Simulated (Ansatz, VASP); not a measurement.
# Co: VASP beside Ansatz

```
Co
1.0
     2.50209    0.00000    0.00000
    -1.25105    2.16688    0.00000
     0.00000    0.00000    4.06354
Co
2
Direct
  0.33333 0.66667 0.25000
  0.66667 0.33333 0.75000
```

Change from the starting cell: volume scaled by 0.98.

Alike in both runs: task single point; functional PBE; k mesh 19 × 19 × 10; occupations fermi-dirac, width 0.08 eV; collinear spin.

|  | VASP | Ansatz |
| --- | --- | --- |
| version | VASP 6.6.1 | Ansatz 0.2.0 |
| potentials or method | VASP PAW PBE potentials, release 64 (Co), cutoff 520 eV | all-electron LAPW, scalar-relativistic |

VASP gave:

```
pressure (GPa)                                                : -3.5
traceless stress, the component that is largest in VASP (GPa) : -0.83
net moment per atom (μB)                                      : 1.62
size of the moment on the site where the two differ most (μB) : 1.64
```

Question: Estimate Ansatz's values.

Answer: Pressure (GPa): -2.9; traceless stress, the component that is largest in VASP (GPa): -0.75; net moment per atom (μB): 1.63; size of the moment on the site where the two differ most (μB): 1.68.

Site moments also hang on the region over which each program counts them. Ansatz ran all-electron here, and VASP with PAW potentials.
